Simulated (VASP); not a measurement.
# WC (P-6m2) in VASP: notebook

WC is run at these levels: PBE; tasks: single point.

Program: VASP 6.6.1. These are calculated values, not measurements. Logs are shortened: lines on timing, memory, paths and dates and some standing lists are left out, and cuts for length are marked.

### 1 The cell of the first run

Symmetry: P-6m2, No. 187, hexagonal system. The conventional cell has a = 2.668 Å, b = 2.668 Å, c = 3.055 Å, α = 90.00°, β = 90.00°, γ = 120.00°. W (site symmetry -6m2) has 6 C at 2.17 Å and 6 W at 2.67 Å within 2.9 Å. Within 2.9 Å of C (site symmetry -6m2) lie 6 W at 2.17 Å and 6 C at 2.67 Å.

### 2 Single point, PBE (strain -0.080 along x and y, +0.080 along z)

File INCAR:

```
SYSTEM = WC
PREC = Accurate
ENCUT = 520
EDIFF = 1E-6
ISMEAR = 0
SIGMA = 0.15
LREAL = .FALSE.
LASPH = .TRUE.
NELM = 60
ALGO = Normal
ISIF = 2
LWAVE = .FALSE.
LCHARG = .TRUE.
GGA = PE
LELF = .TRUE.
LVHAR = .TRUE.
NBANDS = 16
```

File KPOINTS:

```
regular mesh
0
G
  18 18 16
  0 0 0
```

File POSCAR:

```
WC
1.0
    2.6684613211      0.0000000000      0.0000000000
   -1.3342306606      2.3109552931      0.0000000000
    0.0000000000      0.0000000000      3.0553200000
W C
1 1
Direct
    0.0000000000      0.0000000000      0.0000000000
    0.6666666667      0.3333333333      0.5000000000
```

Potentials or basis: VASP PAW PBE potentials, release 64 (W_sv, C).

Launch:

```console
$ cat potpaw_PBE.64/W_sv/POTCAR potpaw_PBE.64/C/POTCAR > POTCAR
$ mpirun -np 1 vasp_std > vasp.out
```

OUTCAR:

```text
SYSTEM = WC
   PREC = Accurate
   ENCUT = 520
   EDIFF = 1E-6
   ISMEAR = 0
   LREAL = .FALSE.
   LASPH = .TRUE.
   NELM = 60
   ISIF = 2
   GGA = PE

 ion  position               nearest neighbor table
   1  0.000  0.000  0.000-   2 2.17   2 2.17   2 2.17   2 2.17   2 2.17   2 2.17
   2  0.667  0.333  0.500-   1 2.17   1 2.17   1 2.17   1 2.17   1 2.17   1 2.17

  LATTYP: Found a hexagonal cell.
 ALAT       =     2.6684613211
 C/A-ratio  =     1.1449744375

  Lattice vectors:

 A1 = (   2.6684613211,   0.0000000000,   0.0000000000)
 A2 = (  -1.3342306606,   2.3109552931,   0.0000000000)
 A3 = (   0.0000000000,   0.0000000000,   3.0553200000)

Analysis of symmetry for initial positions (statically):
=====================================================================
 Subroutine PRICEL returns:
 Original cell was already a primitive cell.

 Routine SETGRP: Setting up the symmetry group for a
 hexagonal supercell.

 Subroutine GETGRP returns: Found 12 space group operations
 (whereof 12 operations were pure point group operations)
 out of a pool of 24 trial point group operations.

The static configuration has the point symmetry D_3h.

Analysis of symmetry for dynamics (positions and initial velocities):
=====================================================================
 Subroutine PRICEL returns:
 Original cell was already a primitive cell.

 Routine SETGRP: Setting up the symmetry group for a
 hexagonal supercell.

 Subroutine GETGRP returns: Found 12 space group operations
 (whereof 12 operations were pure point group operations)
 out of a pool of 24 trial point group operations.

The dynamic configuration has the point symmetry D_3h.

 Subroutine INISYM returns: Found 12 space group operations
 (whereof 12 operations are pure point group operations),
 and found     1 'primitive' translations

----------------------------------------------------------------------------------------

                                     Primitive cell

  volume of cell :      18.8412

  direct lattice vectors                    reciprocal lattice vectors
     2.668461321  0.000000000  0.000000000     0.374747796  0.216360741  0.000000000
    -1.334230661  2.310955293  0.000000000     0.000000000  0.432721482  0.000000000
     0.000000000  0.000000000  3.055320000     0.000000000  0.000000000  0.327297959

  length of vectors
     2.668461321  2.668461321  3.055320000     0.432721482  0.432721482  0.327297959

  position of ions in fractional coordinates (direct lattice)
     0.000000000  0.000000000  0.000000000
     0.666666667  0.333333333  0.500000000

  ion indices of the primitive-cell ions
   primitive index   ion index
                 1           1
                 2           2

----------------------------------------------------------------------------------------

 KPOINTS: regular mesh

Automatic generation of k-mesh.
 Grid dimensions read from file:
 generate k-points for:   18   18   16

 Generating k-lattice:

  Cartesian coordinates                     Fractional coordinates (reciprocal lattice)
     0.020819322  0.012020041  0.000000000     0.055555556  0.000000000  0.000000000
     0.000000000  0.024040082  0.000000000     0.000000000  0.055555556  0.000000000
     0.000000000  0.000000000  0.020456122     0.000000000  0.000000000  0.062500000

  Length of vectors
     0.024040082  0.024040082  0.020456122

  Shift w.r.t. Gamma in fractional coordinates (k-lattice)
     0.000000000  0.000000000  0.000000000

 Subroutine IBZKPT returns following result:
 ===========================================

 Found    333 irreducible k-points:

 Following reciprocal coordinates:
            Coordinates               Weight
  0.000000  0.000000  0.000000      1.000000
  0.055556  0.000000  0.000000      6.000000
  0.111111  0.000000  0.000000      6.000000
  0.166667  0.000000  0.000000      6.000000
  0.222222  0.000000  0.000000      6.000000
  0.277778  0.000000  0.000000      6.000000
[... 16 lines left out ...]
  0.333333  0.111111  0.000000     12.000000
  0.388889  0.111111  0.000000     12.000000
 [... further k-points ...]
   k-points           NKPTS =    333   k-points in BZ     NKDIM =    333   number of bands    NBANDS=     16
   number of dos      NEDOS =    301   number of ions     NIONS =      2
   total plane-waves  NPLWV =   9600
   dimension x,y,z NGX =    20 NGY =   20 NGZ =   24
   dimension x,y,z NGXF=    40 NGYF=   40 NGZF=   48
   ions per type =               1   1
   NGX,Y,Z   is equivalent  to a cutoff of  12.46, 12.46, 13.06 a.u.
   NGXF,Y,Z  is equivalent  to a cutoff of  24.92, 24.92, 26.12 a.u.
 SYSTEM =  WC
   PREC   = accura    normal or accurate (medium, high low for compatibility)
   ISTART =      0    job   : 0-new  1-cont  2-samecut
   ICHARG =      2    charge: 1-file 2-atom 10-const
   ISPIN  =      1    spin polarized calculation?
   LNONCOLLINEAR =      F non collinear calculations
   LSORBIT =      F    spin-orbit coupling
   LASPH  =      T    aspherical Exc in radial PAW
   ENCUT  =  520.0 eV  38.22 Ry    6.18 a.u.   4.96  4.96  5.68*2*pi/ulx,y,z
   NELM   =     60;   NELMIN=  2; NELMDL= -5     # of ELM steps
   EDIFF  = 0.1E-05   stopping-criterion for ELM
   LREAL  =      F    real-space projection
   EDIFFG = 0.1E-04   stopping-criterion for IOM
   NSW    =      0    number of steps for IOM
   IBRION =     -1    ionic relax: 0-MD 1-quasi-New 2-CG
   NFREE  =      0    steps in history (QN), initial steepest desc. (CG)
   ISIF   =      2    stress and relaxation
   ISYM   =      2    0-nonsym 1-usesym 2-fastsym
   POTIM  = 0.5000    time-step for ionic-motion
   TEBEG  =    0.0;   TEEND  =   0.0 temperature during run
   PSTRESS=    0.0 pullay stress
   NELECT =      18.0000    total number of electrons
   NUPDOWN=      -1.0000    fix difference up-down
   EMIN   =  10.00;   EMAX   =-10.00  energy-range for DOS
   EFERMI =   0.00;   METHOD = LEGACY
   ISMEAR =     0;   SIGMA  =   0.15  broadening in eV -4-tet -1-fermi 0-gaus
   EFERMI_NEDOS =   21; number of points for ismear=-14 and -15
   IALGO  =     38    algorithm
   IMIX   =      4    mixing-type and parameters
     AMIX     =   0.40;   BMIX     =  1.00
     AMIX_MAG =   1.60;   BMIX_MAG =  1.00
  volume/ion in A,a.u.               =       9.42        63.57
  Fermi-wavevector in a.u.,A,eV,Ry     =   1.612362  3.046923 35.371228  2.599712
  Thomas-Fermi vector in A             =   2.707604
   LORBIT       =      0    0 simple, 1 ext, 2 COOP (PROOUT), +10 PAW based schemes
   GGA     = PE    functional components
   LHFCALC =     F    Hartree Fock is set to
   AEXX    =    0.0000 exact exchange contribution
   IVDW    =     0    specifies the selected vdW correction
   LEPSILON=     F    determine dielectric tensor
   LRPA    =     F    only Hartree local field effects (RPA)
 non-spin polarized calculation
 Gauss-broadening in eV      SIGMA  =   0.15
  energy-cutoff  :      520.00
  volume of cell :       18.84
 maximum number of plane-waves:       527
 NGX is ok and might be reduce to    20
   NGX =  9   NGY =  9   NGZ = 11

 number of electron      17.9999999 magnetization

 Free energy of the ion-electron system (eV)
  ---------------------------------------------------
  ext. energy  EPLUGINS =         0.00000000
  ---------------------------------------------------
  free energy    TOTEN  =       -21.32465567 eV

  energy without entropy =      -21.32184991  energy(sigma->0) =      -21.32325279

 E-fermi :  12.6458     XC(G=0): -14.3743

 val. band max:       12.6224386665   @ k =   0.3889   0.1667   0.0000
 cond. band min:      12.6861206944   @ k =   0.5000   0.0000   0.5000
 fundamental gap:      0.0636820279
 Fermi energy:        12.6457936002

 k-point     1 :       0.0000    0.0000    0.0000
  band No.  band energies     occupation
      1     -61.3138      2.00000
      2     -25.6131      2.00000
      3     -24.8120      2.00000
      4     -24.8120      2.00000
      5      -2.6561      2.00000
      6       7.0813      2.00000
[... 8 lines left out ...]
     15      27.0622      0.00000
     16      31.5084      0.00000

 k-point     2 :       0.0556    0.0000    0.0000
  band No.  band energies     occupation
      1     -61.3086      2.00000
      2     -25.6045      2.00000
      3     -24.8699      2.00000
      4     -24.8245      2.00000
      5      -2.5547      2.00000
      6       7.1951      2.00000
[... 8 lines left out ...]
     15      26.9783      0.00000
     16      31.7249      0.00000

 k-point     3 :       0.1111    0.0000    0.0000
  band No.  band energies     occupation
      1     -61.2937      2.00000
      2     -25.5800      2.00000
      3     -25.0344      2.00000
      4     -24.8606      2.00000
      5      -2.2605      2.00000
      6       7.4986      2.00000
[... 8 lines left out ...]
     15      26.8549      0.00000
     16      31.0997      0.00000

 k-point     4 :       0.1667    0.0000    0.0000
  band No.  band energies     occupation
      1     -61.2709      2.00000
      2     -25.5422      2.00000
      3     -25.2802      2.00000
      4     -24.9153      2.00000
      5      -1.7999      2.00000
      6       7.7621      2.00000
[... 8 lines left out ...]
     15      27.0105      0.00000
     16      30.2674      0.00000
[... 324 lines left out ...]
 k-point    22 :       0.2778    0.1111    0.0000
  band No.  band energies     occupation
      1     -61.1768      2.00000
      2     -26.1364      2.00000
      3     -25.3851      2.00000
      4     -25.2258      2.00000
      5       0.4215      2.00000
      6       6.2791      2.00000
[... 8 lines left out ...]
     15      29.5983      0.00000
     16      30.4593      0.00000

 k-point    23 :       0.3333    0.1111    0.0000
  band No.  band energies     occupation
      1     -61.1550      2.00000
      2     -26.3238      2.00000
      3     -25.3484      2.00000
      4     -25.2938      2.00000
      5       1.1029      2.00000
      6       5.8285      2.00000
[... 8 lines left out ...]
     15      28.9921      0.00000
     16      31.2876      0.00000

 k-point    24 :       0.3889    0.1111    0.0000
  band No.  band energies     occupation
      1     -61.1408      2.00000
      2     -26.4441      2.00000
      3     -25.3378      2.00000
      4     -25.3243      2.00000
      5       1.6356      2.00000
      6       5.5049      2.00000
[... 8 lines left out ...]
     15      28.0218      0.00000
     16      32.0908      0.00000

 [... further k-points ...]

------------------------ aborting loop because EDIFF is reached ----------------------------------------

  FORCE on cell =-STRESS in cart. coord.  units (eV):
  Direction    XX          YY          ZZ          XY          YZ          ZX
  --------------------------------------------------------------------------------------
  -------------------------------------------------------------------------------------
  Total       11.4328072     11.4328072     -3.1208112     -0.0000000     -0.0000000      0.0000000
  in kB      972.1970590    972.1970590   -265.3804429     -0.0000000     -0.0000000      0.0000000
  external PRESSURE =     559.6712251 kB  Pullay stress =       0.0000000 kB

 VOLUME and BASIS-vectors are now :
 -----------------------------------------------------------------------------
  energy-cutoff  :      520.00
  volume of cell :       18.84
      direct lattice vectors                 reciprocal lattice vectors
     2.668461321  0.000000000  0.000000000     0.374747796  0.216360741  0.000000000
    -1.334230661  2.310955293  0.000000000     0.000000000  0.432721482  0.000000000
     0.000000000  0.000000000  3.055320000     0.000000000  0.000000000  0.327297959

 POSITION                                       TOTAL-FORCE (eV/Angst)
 -----------------------------------------------------------------------------------
      0.00000      0.00000      0.00000         0.000000     -0.000000      0.000000
      1.33423      0.77032      1.52766        -0.000000      0.000000      0.000000
 -----------------------------------------------------------------------------------
    total drift:                                0.000000     -0.000000      0.000000

  FREE ENERGIE OF THE ION-ELECTRON SYSTEM (eV)
  ---------------------------------------------------
  free  energy   TOTEN  =       -21.3246556750 eV

  energy  without entropy=      -21.3218499131  energy(sigma->0) =      -21.32325279
```

It took 65 s on 1 thread of Intel Xeon Platinum 8488C (Sapphire Rapids), shared host; peak memory 0.21 GiB.

What came out:

* Free energy: -21.3247 eV
* Pressure: 56.0 GPa
* Band gap on the k mesh: zero (band 9 reaches 13.07 eV, above the bottom of band 10 at 11.90 eV)

Stress tensor (GPa, compression positive):
```
 97.22   0.00   0.00
  0.00  97.22   0.00
  0.00   0.00 -26.54
```

Levels at points of the mesh, in eV from the Fermi level:
```tsv
k point	band 6	band 7	band 8	band 9	band 10	band 11	band 12	band 13
(0.00, 0.00, 0.00)	-5.56	-2.69	-2.69	-1.47	3.58	3.58	5.37	5.37
(0.50, 0.00, 0.00)	-7.38	-5.80	-4.49	0.42	2.09	6.26	6.31	6.99
(0.00, 0.00, 0.50)	-9.60	-0.93	-0.93	-0.60	-0.60	0.66	5.53	5.53
(0.50, 0.00, 0.50)	-7.34	-5.03	-3.56	0.04	4.28	6.24	6.77	9.61
```

Caveat: the cell differs from its parent crystal (strain -0.080 along x and y, +0.080 along z); spin-orbit coupling is left out, which moves the levels of the heavy elements.

### 3 Single point, PBE (strain +0.000 along x and y, -0.080 along z)

File INCAR:

```
  PREC = Accurate
  ENCUT = 520
  EDIFF = 1E-6
  ISMEAR = 0
  SIGMA = 0.15
  LREAL = False
  LASPH = True
  NELM = 100
  ALGO = Normal
  ISIF = 2
  LWAVE = False
  LCHARG = False
  GGA = PE
  NBANDS = 16
```

File KPOINTS:

```
regular mesh
0
Gamma
  18 18 16
```

File POSCAR:

```
WC
1.0
    2.9005014360      0.0000000000      0.0000000000
   -1.4502507180      2.5119079273      0.0000000000
    0.0000000000      0.0000000000      2.6026800000
W C
1 1
Direct
    0.0000000000      0.0000000000      0.0000000000
    0.6666666667      0.3333333333      0.5000000000
```

Potentials or basis: VASP PAW PBE potentials, release 64 (W_sv, C).

Launch:

```console
$ cat potpaw_PBE.64/W_sv/POTCAR potpaw_PBE.64/C/POTCAR > POTCAR
$ mpirun -np 1 vasp_std > vasp.out
```

It took 52 s on 1 thread of Intel Xeon Platinum 8488C (Sapphire Rapids), shared host; peak memory 0.22 GiB.

Results (log left out):

| Property | Result |
| --- | --- |
| Free energy | -21.8346 eV |
| Pressure | 59.0 GPa |
| Band gap on the k mesh | zero (band 9 reaches 13.47 eV, above the bottom of band 10 at 11.79 eV) |

Stress tensor (GPa, compression positive):
```
 30.80   0.00   0.00
  0.00  30.80   0.00
  0.00   0.00 115.37
```

Levels at points of the mesh, in eV from the Fermi level:
```csv
k point,band 5,band 6,band 7,band 8,band 9,band 10,band 11,band 12,band 13,band 14
"(0.00, 0.00, 0.00)",-15.29,-4.97,-4.48,-4.48,0.95,3.89,3.89,5.99,6.45,6.45
"(0.50, 0.00, 0.00)",-11.96,-7.66,-4.19,-2.99,-1.16,3.06,4.35,4.41,7.87,11.17
"(0.00, 0.00, 0.50)",-10.17,-9.22,-3.23,-3.23,-0.70,-0.70,4.14,4.14,5.41,11.17
"(0.50, 0.00, 0.50)",-12.09,-7.10,-5.55,-4.20,0.54,4.43,6.32,7.32,9.87,12.19
```

Caveat: the cell differs from its parent crystal (strain +0.000 along x and y, -0.080 along z); spin-orbit coupling is left out, which moves the levels of the heavy elements.

### 4 Single point, PBE (strain -0.040 along x and y, +0.000 along z)

File INCAR:

```
  PREC = Accurate
  ENCUT = 520
  EDIFF = 1E-6
  ISMEAR = 0
  SIGMA = 0.15
  LREAL = F
  LASPH = T
  NELM = 100
  ALGO = Normal
  ISIF = 2
  LWAVE = F
  LCHARG = F
  GGA = PE
  NBANDS = 16
```

KPOINTS is that of step 3.

File POSCAR:

```
WC
1.0
    2.7844813786      0.0000000000      0.0000000000
   -1.3922406893      2.4114316102      0.0000000000
    0.0000000000      0.0000000000      2.8290000000
W C
1 1
Direct
    0.0000000000      0.0000000000      0.0000000000
    0.6666666667      0.3333333333      0.5000000000
```

Launch:

```console
$ cat potpaw_PBE.64/W_sv/POTCAR potpaw_PBE.64/C/POTCAR > POTCAR
$ mpirun -np 1 vasp_std > vasp.out
```

Wall time 50 s (1 thread of Intel Xeon Platinum 8488C (Sapphire Rapids), shared host); peak memory 0.23 GiB.

Results (log left out):

| Quantity | Value |
| --- | --- |
| Free energy | -22.1078 eV |
| Pressure | 49.4 GPa |
| Band gap on the k mesh | zero (band 9 reaches 13.05 eV, above the bottom of band 10 at 11.65 eV) |

Stress tensor (GPa, compression positive):
```
59.06  0.00  0.00
 0.00 59.06  0.00
 0.00  0.00 29.93
```

Levels at points of the mesh, in eV from the Fermi level:
| k point | band 7 | band 8 | band 9 | band 10 | band 11 | band 12 |
| --- | --- | --- | --- | --- | --- | --- |
| (0.00, 0.00, 0.00) | -3.44 | -3.44 | -0.31 | 3.58 | 3.58 | 5.92 |
| (0.50, 0.00, 0.00) | -4.52 | -4.05 | -0.26 | 2.44 | 5.38 | 5.95 |
| (0.00, 0.00, 0.50) | -1.85 | -1.85 | -0.75 | -0.75 | 3.22 | 4.97 |
| (0.50, 0.00, 0.50) | -4.53 | -4.49 | 0.39 | 5.30 | 5.67 | 7.39 |

Caveat: the cell differs from its parent crystal (strain -0.040 along x and y, +0.000 along z); spin-orbit coupling is left out, which moves the levels of the heavy elements.

[end of part 1 of 2]
